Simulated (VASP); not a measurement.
# SnSe2 (P-3m1) in VASP: relaxation of the atoms with PBE

Aim: the relaxation of the atoms of SnSe2 with PBE.

All numbers are computed with VASP 6.6.1; they aren't measurements. Logs are shortened: lines on timing, memory, paths and dates and some standing lists are left out, and cuts for length are marked.

### Step 1. The cell of the first run

Symmetry: P-3m1, No. 164, trigonal system. Conventional cell: a = 3.811 Å, b = 3.811 Å, c = 6.013 Å, α = 90.00°, β = 90.00°, γ = 120.00°. Within 3.6 Å of Sn (site symmetry -3m) lie 6 Se at 2.71 Å. Se (site symmetry 3m) has 3 Sn at 2.71 Å and 12 Se at 3.61 to 3.84 Å within 3.9 Å.

### Step 2. Relaxation of the atoms, PBE (z stretched by -2 %)

File INCAR:

```
SYSTEM = SnSe2
ALGO = Normal
EDIFF = 1E-6
EDIFFG = -0.02
ENCUT = 520
GGA = PE
IBRION = 2
ISIF = 2
ISMEAR = -1
KPAR = 4
LASPH = .True.
LCHARG = .False.
LREAL = .False.
LWAVE = .False.
NELM = 60
NSW = 80
PREC = Accurate
SIGMA = 0.02
```

File KPOINTS:

```
k-points
0
Gamma
  13 13 7
  0 0 0
```

File POSCAR:

```
SnSe2
1.0
    3.8110000000      0.0000000000      0.0000000000
   -1.9055000000      3.3004228138      0.0000000000
    0.0000000000      0.0000000000      6.0132800000
Sn Se
1 2
Direct
    0.0000000000      0.0000000000      0.0000000000
    0.3333333333      0.6666666667      0.2617028904
    0.6666666667      0.3333333333      0.7382971096
```

Potentials or basis: VASP PAW PBE potentials, release 64 (Sn_d, Se).

The run is started by

```bash
cat potpaw_PBE.64/Sn_d/POTCAR potpaw_PBE.64/Se/POTCAR > POTCAR
mpirun -np 4 vasp_std > vasp.out
```

OUTCAR:

```text
SYSTEM = SnSe2
   EDIFF = 1E-6
   EDIFFG = -0.02
   ENCUT = 520
   GGA = PE
   IBRION = 2
   ISIF = 2
   ISMEAR = -1
   LASPH = .True.
   LREAL = .False.
   NELM = 60
   NSW = 80
   PREC = Accurate

 ion  position               nearest neighbor table
   1  0.000  0.000  0.000-   2 2.71   3 2.71   2 2.71   3 2.71   3 2.71   2 2.71
   2  0.333  0.667  0.262-   1 2.71   1 2.71   1 2.71
   3  0.667  0.333  0.738-   1 2.71   1 2.71   1 2.71

  LATTYP: Found a hexagonal cell.
 ALAT       =     3.8110000000
 C/A-ratio  =     1.5778745736

  Lattice vectors:

 A1 = (   3.8110000000,   0.0000000000,   0.0000000000)
 A2 = (  -1.9055000000,   3.3004228138,   0.0000000000)
 A3 = (   0.0000000000,   0.0000000000,   6.0132800000)

Analysis of symmetry for initial positions (statically):
=====================================================================
 Subroutine PRICEL returns:
 Original cell was already a primitive cell.

 Routine SETGRP: Setting up the symmetry group for a
 hexagonal supercell.

 Subroutine GETGRP returns: Found 12 space group operations
 (whereof 12 operations were pure point group operations)
 out of a pool of 24 trial point group operations.

The static configuration has the point symmetry D_3d.

Analysis of symmetry for dynamics (positions and initial velocities):
=====================================================================
 Subroutine PRICEL returns:
 Original cell was already a primitive cell.

 Routine SETGRP: Setting up the symmetry group for a
 hexagonal supercell.

 Subroutine GETGRP returns: Found 12 space group operations
 (whereof 12 operations were pure point group operations)
 out of a pool of 24 trial point group operations.

The dynamic configuration has the point symmetry D_3d.

 Subroutine INISYM returns: Found 12 space group operations
 (whereof 12 operations are pure point group operations),
 and found     1 'primitive' translations

----------------------------------------------------------------------------------------

                                     Primitive cell

  volume of cell :      75.6345

  direct lattice vectors                    reciprocal lattice vectors
     3.811000000  0.000000000  0.000000000     0.262398321  0.151495741  0.000000000
    -1.905500000  3.300422814  0.000000000     0.000000000  0.302991482  0.000000000
     0.000000000  0.000000000  6.013280000     0.000000000  0.000000000  0.166298592

  length of vectors
[... 94 lines left out ...]
   PSTRESS=    0.0 pullay stress
   NELECT =      26.0000    total number of electrons
   NUPDOWN=      -1.0000    fix difference up-down
   EMIN   =  10.00;   EMAX   =-10.00  energy-range for DOS
   EFERMI =   0.00;   METHOD = LEGACY
   ISMEAR =    -1;   SIGMA  =   0.02  broadening in eV -4-tet -1-fermi 0-gaus
   EFERMI_NEDOS =   21; number of points for ismear=-14 and -15
   IALGO  =     38    algorithm
   IMIX   =      4    mixing-type and parameters
     AMIX     =   0.40;   BMIX     =  1.00
     AMIX_MAG =   1.60;   BMIX_MAG =  1.00
  volume/ion in A,a.u.               =      25.21       170.14
  Fermi-wavevector in a.u.,A,eV,Ry     =   1.146813  2.167162 17.894113  1.315180
  Thomas-Fermi vector in A             =   2.283496
   LORBIT       =      0    0 simple, 1 ext, 2 COOP (PROOUT), +10 PAW based schemes
   GGA     = PE    functional components
   LHFCALC =     F    Hartree Fock is set to
   AEXX    =    0.0000 exact exchange contribution
   IVDW    =     0    specifies the selected vdW correction
   LEPSILON=     F    determine dielectric tensor
   LRPA    =     F    only Hartree local field effects (RPA)
 conjugate gradient relaxation of ions
 non-spin polarized calculation
  energy-cutoff  :      520.00
  volume of cell :       75.63
 maximum number of plane-waves:      2057
   NGX = 15   NGY = 15   NGZ = 23

--------------------------------------- Ionic step        1  -------------------------------------------

 number of electron      26.0000006 magnetization

 Free energy of the ion-electron system (eV)
  ---------------------------------------------------
  ext. energy  EPLUGINS =         0.00000000
  ---------------------------------------------------
  free energy    TOTEN  =       -11.77856241 eV

  energy without entropy =      -11.77856238  energy(sigma->0) =      -11.77856240

------------------------ aborting loop because EDIFF is reached ----------------------------------------

  FORCE on cell =-STRESS in cart. coord.  units (eV):
  Direction    XX          YY          ZZ          XY          YZ          ZX
  --------------------------------------------------------------------------------------
  -------------------------------------------------------------------------------------
  Total        1.9538250      1.9538250      2.0857513      0.0000000      0.0000000      0.0000000
  in kB       41.3881752     41.3881752     44.1827905      0.0000000      0.0000000      0.0000000
  external PRESSURE =      42.3197137 kB  Pullay stress =       0.0000000 kB
[... 61 lines left out ...]
--------------------------------------- Ionic step        3  -------------------------------------------

 number of electron      26.0000008 magnetization

 Free energy of the ion-electron system (eV)
  ---------------------------------------------------
  ext. energy  EPLUGINS =         0.00000000
  ---------------------------------------------------
  free energy    TOTEN  =       -11.78662590 eV

  energy without entropy =      -11.78662571  energy(sigma->0) =      -11.78662580

 E-fermi :   4.7911     XC(G=0):  -9.6348

 val. band max:        4.5877448349   @ k =   0.0769   0.0769   0.0000
 cond. band min:       4.9965492235   @ k =   0.0000   0.4615   0.2857
 fundamental gap:      0.4088043886
 Fermi energy:         4.7911233995

 k-point     1 :       0.0000    0.0000    0.0000
  band No.  band energies     occupation
      1     -16.8301      2.00000
      2     -16.8301      2.00000
      3     -16.7921      2.00000
      4     -16.7807      2.00000
      5     -16.7807      2.00000
      6      -9.4431      2.00000
[... 457 lines left out ...]
      4     -16.7824      2.00000
      5     -16.7806      2.00000
      6      -9.3420      2.00000
[... 9 lines left out ...]
     16       8.8208      0.00000
     17       9.2730      0.00000

 [... further k-points ...]

------------------------ aborting loop because EDIFF is reached ----------------------------------------

  FORCE on cell =-STRESS in cart. coord.  units (eV):
  Direction    XX          YY          ZZ          XY          YZ          ZX
  --------------------------------------------------------------------------------------
  -------------------------------------------------------------------------------------
  Total        1.6358802      1.6358802      1.2947308     -0.0000000     -0.0000000     -0.0000000
  in kB       34.6531031     34.6531031     27.4264827     -0.0000000     -0.0000000     -0.0000000
  external PRESSURE =      32.2442296 kB  Pullay stress =       0.0000000 kB
[... 18 lines left out ...]
  FREE ENERGIE OF THE ION-ELECTRON SYSTEM (eV)
  ---------------------------------------------------
  free  energy   TOTEN  =       -11.7866259032 eV

  energy  without entropy=      -11.7866257066  energy(sigma->0) =      -11.78662580

 reached required accuracy - stopping structural energy minimisation
```

OSZICAR:

```text
N       E                     dE             d eps       ncg     rms          rms(c)
DAV:   1     0.197629263957E+03    0.19763E+03   -0.12545E+04  4322   0.177E+03
DAV:   2     0.903007176456E+01   -0.18860E+03   -0.18533E+03  4641   0.402E+02
DAV:   3    -0.113794930992E+02   -0.20410E+02   -0.19688E+02  5449   0.121E+02
[... 20 lines left out ...]
DAV:   2    -0.117866816810E+02   -0.16292E-02   -0.19230E-02  5656   0.709E-01    0.563E-02
DAV:   3    -0.117866408956E+02    0.40785E-04   -0.20604E-04  4872   0.101E-01    0.394E-02
DAV:   4    -0.117866294305E+02    0.11465E-04   -0.47349E-05  5653   0.408E-02    0.174E-02
DAV:   5    -0.117866261719E+02    0.32586E-05   -0.77419E-06  5192   0.183E-02    0.514E-03
DAV:   6    -0.117866259032E+02    0.26866E-06   -0.43872E-07  2850   0.629E-03
   3 F= -.11786626E+02 E0= -.11786626E+02  d E =-.806349E-02
```

CONTCAR:

```text
SnSe2
   1.00000000000000
     3.8109999999999999    0.0000000000000000    0.0000000000000000
    -1.9055000000000000    3.3004228138000000    0.0000000000000000
     0.0000000000000000    0.0000000000000000    6.0132800000000000
  Sn              Se
     1     2
Direct
     0.0000000000000000    0.0000000000000000    0.0000000000000000
     0.3333333332999970    0.6666666667000030    0.2665138971470064
     0.6666666667000030    0.3333333332999970    0.7334861028529936

  0.00000000E+00  0.00000000E+00  0.00000000E+00
  0.00000000E+00  0.00000000E+00  0.00000000E+00
  0.00000000E+00  0.00000000E+00  0.00000000E+00
```

Run time: 2.1 min. Hardware: 4 MPI ranks of Oxide Virtual Turin-like, shared host; peak memory 0.29 GiB.

Results:

| Item | Value |
| --- | --- |
| Free energy | -11.7866 eV |
| Energy gained by relaxing | 2.7 meV/atom |
| Ionic steps | 3 |
| Pressure after relaxing | 3.2 GPa |
| Largest force after relaxing | 0.004 eV/Å |
| Band gap on the k mesh | 0.41 eV (least direct gap 0.95 eV) |

Forces in eV/Å, atoms in the order of the input:
```
Sn   0.000  0.000  0.000
Se   0.000  0.000 -0.004
Se   0.000  0.000  0.004
```

Step by step:
| step | energy change (eV) | largest force (eV/Å) | pressure (GPa) |
| --- | --- | --- | --- |
| 1 | 0.0000 | 0.2857 | 4.23 |
| 2 | -0.0059 | 0.1459 | 3.75 |
| 3 | -0.0081 | 0.0039 | 3.22 |

Final structure:
```cif
data_structure
_symmetry_space_group_name_H-M 'P 1'
_symmetry_Int_Tables_number 1
_cell_length_a 3.8110
_cell_length_b 3.8110
_cell_length_c 6.0133
_cell_angle_alpha 90.000
_cell_angle_beta 90.000
_cell_angle_gamma 120.000
_cell_volume 75.63
loop_
_atom_site_label
_atom_site_type_symbol
_atom_site_fract_x
_atom_site_fract_y
_atom_site_fract_z
_atom_site_occupancy
Sn1 Sn 0.00000 0.00000 0.00000 1
Se1 Se 0.33333 0.66667 0.26651 1
Se2 Se 0.66667 0.33333 0.73349 1
```

Levels at points of the mesh, in eV from the valence-band top:
| k point | band 11 | band 12 | band 13 | band 14 | band 15 | band 16 |
| --- | --- | --- | --- | --- | --- | --- |
| (0.00, 0.00, 0.00) | -0.52 | -0.52 | -0.17 | 0.78 | 2.99 | 4.54 |

Caveat: the cell differs from its parent crystal (z stretched by -2 %); semilocal functionals underestimate gaps, and a narrow one can read as zero; spin-orbit coupling is left out, which moves the levels of the heavy elements.
